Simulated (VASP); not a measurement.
# Si3Cl2 (P-3m1) in VASP: notebook

Si3Cl2 is run at these levels: PBE; tasks: single point, relaxation of cell and atoms.

All numbers are computed with VASP 6.6.1; they aren't measurements. Logs are shortened: lines on timing, memory, paths and dates and some standing lists are left out, and cuts for length are marked.

**1. The cell of the first run**

The structure is trigonal, space group P-3m1 (No. 164). The conventional cell has a = 4.121 Å, b = 4.121 Å, c = 6.412 Å, α = 90.00°, β = 90.00°, γ = 120.00°. Within 3.8 Å of Si (site symmetry -3m) lie 6 Cl at 2.85 Å and 6 Si at 3.29 Å. Si (site symmetry 3m) has 4 Cl at 2.48 to 2.56 Å and 6 Si at 3.02 to 3.29 Å within 3.3 Å. Within 3.3 Å of Cl (site symmetry 3m) lie 7 Si at 2.48 to 2.85 Å.

**2. Single point, PBE**

INCAR

```
SYSTEM = Si3Cl2
  ALGO = Normal
  EDIFF = 1E-6
  ENCUT = 520
  GGA = PE
  ISIF = 2
  ISMEAR = 0
  LASPH = .True.
  LCHARG = .False.
  LREAL = .False.
  LWAVE = .False.
  NBANDS = 21
  NELM = 80
  PREC = Accurate
  SIGMA = 0.1
```

KPOINTS

```
k-points
0
Gamma
  6 6 4
  0 0 0
```

POSCAR

```
Si3Cl2
1.0
    4.1213945863      0.0000000000      0.0000000000
   -2.0606972931      3.5692324107      0.0000000000
    0.0000000000      0.0000000000      6.4122205111
Si Cl
3 2
Direct
    0.0000000000      0.0000000000      0.0000000000
    0.3333333333      0.6666666667      0.6450000000
    0.6666666667      0.3333333333      0.3550000000
    0.3333333333      0.6666666667      0.2450000000
    0.6666666667      0.3333333333      0.7550000000
```

Potentials or basis: VASP PAW PBE potentials, release 64 (Si, Cl).

Launch:

```sh
$ cat potpaw_PBE.64/Si/POTCAR potpaw_PBE.64/Cl/POTCAR > POTCAR
$ mpirun -np 1 vasp_std > vasp.out
```

OUTCAR:

```text
SYSTEM = Si3Cl2
   EDIFF = 1E-6
   ENCUT = 520
   GGA = PE
   ISIF = 2
   ISMEAR = 0
   LASPH = .True.
   LREAL = .False.
   NELM = 80
   PREC = Accurate

 ion  position               nearest neighbor table
   1  0.000  0.000  0.000-   4 2.85   5 2.85   4 2.85   5 2.85   5 2.85   4 2.85
   2  0.333  0.667  0.645-   5 2.48   5 2.48   5 2.48   4 2.56   3 3.02   3 3.02   3 3.02
   3  0.667  0.333  0.355-   4 2.48   4 2.48   4 2.48   5 2.56   2 3.02   2 3.02   2 3.02
   4  0.333  0.667  0.245-   3 2.48   3 2.48   3 2.48   2 2.56   1 2.85   1 2.85   1 2.85
   5  0.667  0.333  0.755-   2 2.48   2 2.48   2 2.48   3 2.56   1 2.85   1 2.85   1 2.85

  LATTYP: Found a hexagonal cell.
 ALAT       =     4.1213945863
 C/A-ratio  =     1.5558375634

  Lattice vectors:

 A1 = (   4.1213945863,   0.0000000000,   0.0000000000)
 A2 = (  -2.0606972931,   3.5692324107,   0.0000000000)
 A3 = (   0.0000000000,   0.0000000000,   6.4122205111)

Analysis of symmetry for initial positions (statically):
=====================================================================
 Subroutine PRICEL returns:
 Original cell was already a primitive cell.

 Routine SETGRP: Setting up the symmetry group for a
 hexagonal supercell.

 Subroutine GETGRP returns: Found 12 space group operations
 (whereof 12 operations were pure point group operations)
 out of a pool of 24 trial point group operations.

The static configuration has the point symmetry D_3d.

Analysis of symmetry for dynamics (positions and initial velocities):
=====================================================================
 Subroutine PRICEL returns:
 Original cell was already a primitive cell.

 Routine SETGRP: Setting up the symmetry group for a
 hexagonal supercell.

 Subroutine GETGRP returns: Found 12 space group operations
 (whereof 12 operations were pure point group operations)
 out of a pool of 24 trial point group operations.

The dynamic configuration has the point symmetry D_3d.

 Subroutine INISYM returns: Found 12 space group operations
 (whereof 12 operations are pure point group operations),
 and found     1 'primitive' translations

----------------------------------------------------------------------------------------

                                     Primitive cell

  volume of cell :      94.3251

  direct lattice vectors                    reciprocal lattice vectors
     4.121394586  0.000000000  0.000000000     0.242636316  0.140086142  0.000000000
    -2.060697293  3.569232411  0.000000000     0.000000000  0.280172285  0.000000000
     0.000000000  0.000000000  6.412220511     0.000000000  0.000000000  0.155952216

  length of vectors
     4.121394586  4.121394586  6.412220511     0.280172285  0.280172285  0.155952216

  position of ions in fractional coordinates (direct lattice)
     0.000000000  0.000000000  0.000000000
     0.333333333  0.666666667  0.645000000
     0.666666667  0.333333333  0.355000000
     0.333333333  0.666666667  0.245000000
     0.666666667  0.333333333  0.755000000

  ion indices of the primitive-cell ions
   primitive index   ion index
                 1           1
                 2           2
                 3           3
                 4           4
                 5           5

----------------------------------------------------------------------------------------

 KPOINTS: k-points

Automatic generation of k-mesh.
 Grid dimensions read from file:
 generate k-points for:    6    6    4

 Generating k-lattice:

  Cartesian coordinates                     Fractional coordinates (reciprocal lattice)
     0.040439386  0.023347690  0.000000000     0.166666667  0.000000000  0.000000000
     0.000000000  0.046695381  0.000000000     0.000000000  0.166666667  0.000000000
     0.000000000  0.000000000  0.038988054     0.000000000  0.000000000  0.250000000

  Length of vectors
     0.046695381  0.046695381  0.038988054

  Shift w.r.t. Gamma in fractional coordinates (k-lattice)
     0.000000000  0.000000000  0.000000000

 Subroutine IBZKPT returns following result:
 ===========================================

 Found     24 irreducible k-points:

 Following reciprocal coordinates:
            Coordinates               Weight
  0.000000  0.000000  0.000000      1.000000
  0.166667 -0.000000  0.000000      6.000000
  0.333333 -0.000000  0.000000      6.000000
  0.500000 -0.000000  0.000000      3.000000
  0.166667  0.166667  0.000000      6.000000
  0.333333  0.166667  0.000000     12.000000
[... 16 lines left out ...]
  0.333333  0.166667  0.500000     12.000000
  0.333333  0.333333  0.500000      2.000000
   k-points           NKPTS =     24   k-points in BZ     NKDIM =     24   number of bands    NBANDS=     21
   number of dos      NEDOS =    301   number of ions     NIONS =      5
   total plane-waves  NPLWV =  49152
   dimension x,y,z NGX =    32 NGY =   32 NGZ =   48
   dimension x,y,z NGXF=    64 NGYF=   64 NGZF=   96
   ions per type =               3   2
   NGX,Y,Z   is equivalent  to a cutoff of  12.91, 12.91, 12.44 a.u.
   NGXF,Y,Z  is equivalent  to a cutoff of  25.82, 25.82, 24.89 a.u.
 SYSTEM =  Si3Cl2
   PREC   = accura    normal or accurate (medium, high low for compatibility)
   ISTART =      0    job   : 0-new  1-cont  2-samecut
   ICHARG =      2    charge: 1-file 2-atom 10-const
   ISPIN  =      1    spin polarized calculation?
   LNONCOLLINEAR =      F non collinear calculations
   LSORBIT =      F    spin-orbit coupling
   LASPH  =      T    aspherical Exc in radial PAW
   ENCUT  =  520.0 eV  38.22 Ry    6.18 a.u.   7.66  7.66 11.92*2*pi/ulx,y,z
   NELM   =     80;   NELMIN=  2; NELMDL= -5     # of ELM steps
   EDIFF  = 0.1E-05   stopping-criterion for ELM
   LREAL  =      F    real-space projection
   EDIFFG = 0.1E-04   stopping-criterion for IOM
   NSW    =      0    number of steps for IOM
   IBRION =     -1    ionic relax: 0-MD 1-quasi-New 2-CG
   NFREE  =      0    steps in history (QN), initial steepest desc. (CG)
   ISIF   =      2    stress and relaxation
   ISYM   =      2    0-nonsym 1-usesym 2-fastsym
   POTIM  = 0.5000    time-step for ionic-motion
   TEBEG  =    0.0;   TEEND  =   0.0 temperature during run
   PSTRESS=    0.0 pullay stress
   NELECT =      26.0000    total number of electrons
   NUPDOWN=      -1.0000    fix difference up-down
   EMIN   =  10.00;   EMAX   =-10.00  energy-range for DOS
   EFERMI =   0.00;   METHOD = LEGACY
   ISMEAR =     0;   SIGMA  =   0.10  broadening in eV -4-tet -1-fermi 0-gaus
   EFERMI_NEDOS =   21; number of points for ismear=-14 and -15
   IALGO  =     38    algorithm
   IMIX   =      4    mixing-type and parameters
     AMIX     =   0.40;   BMIX     =  1.00
     AMIX_MAG =   1.60;   BMIX_MAG =  1.00
  volume/ion in A,a.u.               =      18.87       127.31
  Fermi-wavevector in a.u.,A,eV,Ry     =   1.065426  2.013364 15.444428  1.135133
  Thomas-Fermi vector in A             =   2.200978
   LORBIT       =      0    0 simple, 1 ext, 2 COOP (PROOUT), +10 PAW based schemes
   GGA     = PE    functional components
   LHFCALC =     F    Hartree Fock is set to
   AEXX    =    0.0000 exact exchange contribution
   IVDW    =     0    specifies the selected vdW correction
   LEPSILON=     F    determine dielectric tensor
   LRPA    =     F    only Hartree local field effects (RPA)
 non-spin polarized calculation
 Gauss-broadening in eV      SIGMA  =   0.10
  energy-cutoff  :      520.00
  volume of cell :       94.33
 maximum number of plane-waves:      2568
 NGX is ok and might be reduce to    32
   NGX = 15   NGY = 15   NGZ = 23

 number of electron      26.0000001 magnetization

 Free energy of the ion-electron system (eV)
  ---------------------------------------------------
  ext. energy  EPLUGINS =         0.00000000
  ---------------------------------------------------
  free energy    TOTEN  =       -13.25309653 eV

  energy without entropy =      -13.22841827  energy(sigma->0) =      -13.24075740

 E-fermi :   7.1216     XC(G=0): -10.0176

 val. band max:        7.1163182386   @ k =   0.0000   0.1667   0.2500
 cond. band min:       7.1310696258   @ k =   0.3333  -0.0000   0.2500
 fundamental gap:      0.0147513873
 Fermi energy:         7.1216363176

 k-point     1 :       0.0000    0.0000    0.0000
  band No.  band energies     occupation
      1     -11.5488      2.00000
      2     -10.9528      2.00000
      3      -2.8427      2.00000
      4      -0.2439      2.00000
      5       0.3613      2.00000
      6       0.3613      2.00000
[... 13 lines left out ...]
     20      11.2283      0.00000
     21      11.2286      0.00000

 k-point     2 :       0.1667   -0.0000    0.0000
  band No.  band energies     occupation
      1     -11.4408      2.00000
      2     -10.9065      2.00000
      3      -2.6268      2.00000
      4      -1.3538      2.00000
      5      -0.8786      2.00000
      6       0.1134      2.00000
[... 13 lines left out ...]
     20      10.5845      0.00000
     21      12.1101      0.00000

 k-point     3 :       0.3333   -0.0000    0.0000
  band No.  band energies     occupation
      1     -11.1875      2.00000
      2     -10.8316      2.00000
      3      -2.5832      2.00000
      4      -2.3305      2.00000
      5      -1.5481      2.00000
      6      -0.2634      2.00000
[... 13 lines left out ...]
     20      10.8862      0.00000
     21      13.2260      0.00000

 k-point     4 :       0.5000   -0.0000    0.0000
  band No.  band energies     occupation
      1     -11.0157      2.00000
      2     -10.8282      2.00000
      3      -3.0550      2.00000
      4      -2.5700      2.00000
      5      -0.7260      2.00000
      6      -0.5146      2.00000
[... 13 lines left out ...]
     20      11.4647      0.00000
     21      12.7083      0.00000

 k-point     5 :       0.1667    0.1667    0.0000
  band No.  band energies     occupation
      1     -11.2585      2.00000
      2     -10.8456      2.00000
      3      -2.3565      2.00000
      4      -1.9968      2.00000
      5      -1.8397      2.00000
      6      -0.2992      2.00000
[... 13 lines left out ...]
     20      11.0998      0.00000
     21      13.0139      0.00000

 k-point     6 :       0.3333    0.1667    0.0000
  band No.  band energies     occupation
      1     -11.0240      2.00000
      2     -10.8211      2.00000
      3      -2.7905      2.00000
      4      -2.4639      2.00000
      5      -1.5904      2.00000
      6      -0.6587      2.00000
[... 13 lines left out ...]
     20      11.5227      0.00000
     21      13.2554      0.00000

 k-point     7 :       0.3333    0.3333    0.0000
  band No.  band energies     occupation
      1     -10.8781      2.00000
      2     -10.8781      2.00000
      3      -2.5009      2.00000
      4      -2.5009      2.00000
      5      -2.2848      2.00000
      6      -0.3761      2.00000
[... 13 lines left out ...]
     20      12.0027      0.00000
     21      12.1839      0.00000
[... 291 lines left out ...]
      1     -11.0621      2.00000
      2     -10.9634      2.00000
      3      -2.8986      2.00000
      4      -2.5585      2.00000
      5      -0.3279      2.00000
      6       0.0255      2.00000
[... 13 lines left out ...]
     20      11.3442      0.00000
     21      13.1753      0.00000

 k-point    21 :       0.5000   -0.0000    0.5000
  band No.  band energies     occupation
      1     -10.9526      2.00000
      2     -10.8861      2.00000
      3      -3.2653      2.00000
      4      -2.8454      2.00000
      5      -0.2707      2.00000
      6      -0.0991      2.00000
[... 13 lines left out ...]
     20      11.5510      0.00000
     21      14.0112      0.00000

 k-point    22 :       0.1667    0.1667    0.5000
  band No.  band energies     occupation
      1     -11.1127      2.00000
      2     -11.0036      2.00000
      3      -2.5383      2.00000
      4      -2.5064      2.00000
      5      -0.3463      2.00000
      6      -0.2239      2.00000
[... 13 lines left out ...]
     20      10.7769      0.00000
     21      13.7465      0.00000

 k-point    23 :       0.3333    0.1667    0.5000
  band No.  band energies     occupation
      1     -10.9517      2.00000
      2     -10.8895      2.00000
      3      -3.0219      2.00000
      4      -2.7630      2.00000
      5      -1.1712      2.00000
      6      -0.6232      2.00000
[... 13 lines left out ...]
     20      11.3100      0.00000
     21      13.3955      0.00000

 k-point    24 :       0.3333    0.3333    0.5000
  band No.  band energies     occupation
      1     -10.8737      2.00000
      2     -10.8737      2.00000
      3      -2.7913      2.00000
      4      -2.7913      2.00000
      5      -1.9812      2.00000
      6      -1.1001      2.00000
[... 13 lines left out ...]
     20      10.9000      0.00000
     21      13.6886      0.00000

------------------------ aborting loop because EDIFF is reached ----------------------------------------

  FORCE on cell =-STRESS in cart. coord.  units (eV):
  Direction    XX          YY          ZZ          XY          YZ          ZX
  --------------------------------------------------------------------------------------
  -------------------------------------------------------------------------------------
  Total        7.1630090      7.1630090      6.0951046      0.0000000      0.0000000      0.0000000
  in kB      121.6686273    121.6686273    103.5295375      0.0000000      0.0000000      0.0000000
  external PRESSURE =     115.6222640 kB  Pullay stress =       0.0000000 kB

 VOLUME and BASIS-vectors are now :
 -----------------------------------------------------------------------------
  energy-cutoff  :      520.00
  volume of cell :       94.33
      direct lattice vectors                 reciprocal lattice vectors
     4.121394586  0.000000000  0.000000000     0.242636316  0.140086142  0.000000000
    -2.060697293  3.569232411  0.000000000     0.000000000  0.280172285  0.000000000
     0.000000000  0.000000000  6.412220511     0.000000000  0.000000000  0.155952216

 POSITION                                       TOTAL-FORCE (eV/Angst)
 -----------------------------------------------------------------------------------
      0.00000      0.00000      0.00000        -0.000000      0.000000      0.000000
     -0.00000      2.37949      4.13588         0.000000      0.000000      0.174923
      2.06070      1.18974      2.27634         0.000000     -0.000000     -0.174923
     -0.00000      2.37949      1.57099        -0.000000      0.000000     -2.423675
      2.06070      1.18974      4.84123        -0.000000      0.000000      2.423675
 -----------------------------------------------------------------------------------
    total drift:                               -0.000000      0.000000      0.000000

  FREE ENERGIE OF THE ION-ELECTRON SYSTEM (eV)
  ---------------------------------------------------
  free  energy   TOTEN  =       -13.2530965285 eV

  energy  without entropy=      -13.2284182749  energy(sigma->0) =      -13.24075740
```

It took 14 s on 1 thread of Intel Xeon 6975P-C (Granite Rapids), shared host; peak memory 0.21 GiB.

Results:

- Free energy: -13.2531 eV
- Pressure: 11.6 GPa
- Largest force: 2.424 eV/Å
- Band gap on the k mesh: zero (band 13 reaches 7.56 eV, above the bottom of band 14 at 6.63 eV)

Forces in eV/Å, atoms in the order of the input:
```
Si   0.000  0.000  0.000
Si   0.000  0.000  0.175
Si   0.000  0.000 -0.175
Cl   0.000  0.000 -2.424
Cl   0.000  0.000  2.424
```

Caveat: forces of over 1 eV/Å act on the atoms, so gaps and moduli don't describe the material at rest.

**3. Single point, PBE**

This run uses another cell than the first one, of 29.28 Å³/atom, 1.552 times its volume.

INCAR

```
  PREC = Accurate
  ENCUT = 520
  EDIFF = 1E-6
  ISMEAR = 0
  SIGMA = 0.1
  LREAL = F
  LASPH = T
  NELM = 80
  ALGO = Normal
  ISIF = 2
  LWAVE = F
  LCHARG = F
  GGA = PE
  NBANDS = 21
```

KPOINTS

```
Automatic mesh
0
Gamma
  6 6 4
```

POSCAR

```
Si3Cl2
1.0
    3.8607839233      0.0000000000      0.0000000000
   -1.9303919616      3.3435369561      0.0000000000
    0.0000000000      0.0000000000     11.3425937167
Si Cl
3 2
Direct
    0.0000000000      0.0000000000      0.0000000000
    0.3333333333      0.6666666667      0.5203779453
    0.6666666667      0.3333333333      0.4796220547
    0.3333333333      0.6666666667      0.1262619519
    0.6666666667      0.3333333333      0.8737380481
```

Potentials or basis: VASP PAW PBE potentials, release 64 (Si, Cl).

Launch:

```sh
$ cat potpaw_PBE.64/Si/POTCAR potpaw_PBE.64/Cl/POTCAR > POTCAR
$ mpirun -np 1 vasp_std > vasp.out
```

It took 43 s on 1 thread of Intel Xeon 6975P-C (Granite Rapids), shared host; peak memory 0.27 GiB.

Results (log left out):

| Quantity | Value |
| --- | --- |
| Free energy | -20.0406 eV |
| Pressure | 0.0 GPa |
| Largest force | 0.005 eV/Å |
| Band gap on the k mesh | zero (band 13 reaches 2.63 eV, above the bottom of band 14 at 2.61 eV) |

Forces on the atoms (eV/Å):
```
Si   0.000  0.000  0.000
Si   0.000  0.000 -0.005
Si   0.000  0.000  0.005
Cl   0.000  0.000 -0.003
Cl   0.000  0.000  0.003
```

Stress tensor (GPa, compression positive):
```
-0.03  0.00  0.00
 0.00 -0.03  0.00
 0.00  0.00  0.12
```

Levels at points of the mesh, in eV from the Fermi level:
| k point | band 10 | band 11 | band 12 | band 13 | band 14 | band 15 | band 16 | band 17 |
| --- | --- | --- | --- | --- | --- | --- | --- | --- |
| (0.00, 0.00, 0.00) | -3.01 | -2.53 | -1.21 | -1.21 | 0.27 | 1.65 | 1.65 | 1.96 |
| (0.50, 0.00, 0.00) | -4.15 | -2.60 | -2.36 | -0.98 | 0.60 | 1.14 | 1.36 | 2.55 |
| (0.00, 0.00, 0.50) | -3.30 | -2.33 | -1.21 | -1.21 | 0.25 | 1.65 | 1.65 | 1.95 |
| (0.50, 0.00, 0.50) | -4.15 | -2.60 | -2.35 | -1.01 | 0.64 | 1.14 | 1.39 | 2.55 |

(Part 1 of 2 ends here.)
